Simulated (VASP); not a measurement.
Set up this calculation in VASP 6.6.1, as the native input.

```yaml
Task: single point
Functional: PBE
Potentials_or_basis: VASP PAW PBE potentials, release 64 (Li_sv, Ru_pv)
Cutoff: 520 eV
k_mesh: 6 × 6 × 6
Occupations: gaussian, width 0.1 eV
Spin: no spin polarisation
Dipole_correction: no
Further_INCAR_settings: ALGO = Normal; EDIFF = 1e-06; NBANDS = 21
```

The structure of Li4Ru lies in POSCAR:

```
Li4Ru
1.0
   -3.0777944718      3.0777944718      1.8975268642
    3.0777944718     -3.0777944718      1.8975268642
    3.0777944718      3.0777944718     -1.8975268642
Li Ru
4 1
Direct
    0.6076504035      0.2116257625      0.8192761660
    0.7883742375      0.6076504035      0.3960246410
    0.3923495965      0.7883742375      0.1807238340
    0.2116257625      0.3923495965      0.6039753590
    0.0000000000      0.0000000000      0.0000000000
```

The input as run:

INCAR

```
ALGO     = Normal         # electronic algorithm
EDIFF    = 1E-6           # SCF threshold, eV
ENCUT    = 520            # plane-wave cutoff, eV
GGA      = PE             # functional
ISIF     = 2              # what is computed and relaxed
ISMEAR   = 0              # smearing method
LASPH    = True           # aspherical terms in the spheres
LCHARG   = False          # write CHGCAR
LREAL    = False          # projectors in reciprocal space
LWAVE    = False          # write WAVECAR
NBANDS   = 21             # bands
NELM     = 80             # most SCF steps
PREC     = Accurate       # precision mode
SIGMA    = 0.1            # smearing width, eV
```

KPOINTS

```
k-points
0
Gamma
  6 6 6
```

Potentials or basis: VASP PAW PBE potentials, release 64 (Li_sv, Ru_pv).

The run is started by

```sh
$ cat potpaw_PBE.64/Li_sv/POTCAR potpaw_PBE.64/Ru_pv/POTCAR > POTCAR
$ mpirun -np 1 vasp_std > vasp.out
```

It gave:

```yaml
Band_gap_on_the_k_mesh: zero (band 13 reaches 3.37 eV, above the bottom of band 14 at 2.92 eV)
```

Run time: 96 s on 1 thread of Oxide Virtual Turin-like Processor, with other jobs on the host, peak memory 0.19 GiB.
